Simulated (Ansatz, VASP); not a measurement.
# WSe2: VASP beside Ansatz

```
W Se
1.0
     3.24970    0.00000    0.00000
    -1.62485    2.81432    0.00000
     0.00000    0.00000   12.82041
W Se
2 4
Direct
  0.33333 0.66667 0.25000
  0.66667 0.33333 0.75000
  0.33333 0.66667 0.61998
  0.66667 0.33333 0.11998
  0.33333 0.66667 0.88002
  0.66667 0.33333 0.38002
```

Alike in both runs: functional LDA; k mesh 12 × 12 × 3; no spin polarisation.

Ansatz relaxed the structure, and its values are those at the end. VASP's run is a single point on that final structure, the one shown.

|  | VASP | Ansatz |
| --- | --- | --- |
| version | VASP 6.6.1 | Ansatz 0.2.0 |
| potentials or method | VASP PAW LDA potentials, release 64 (W_sv, Se) | scalar-relativistic, plane waves, PAW |
| plane-wave cutoff (eV) | 520 | 420 |
| occupations | gaussian, width 0.01 eV | fixed |
| valence electrons in the cell | 52 | 92 |

```csv
,VASP,Ansatz,Ansatz less VASP
gap on the k mesh at the Fermi level (eV),0.88,0.89,+0.011
least direct gap on the mesh (eV),1.62,1.62,-0.004
pressure (GPa),0.8,0.0,-0.78
rms of the force components (eV/Å),0.048,0.000,-0.0477
```

LDA's correlation is that of Perdew and Zunger in VASP and of Perdew and Wang (1992) in Ansatz. VASP's potentials hold 52 valence electrons a cell and Ansatz's 92, so a difference there can come from the potentials and not from the codes.

Spin-orbit coupling is off throughout.
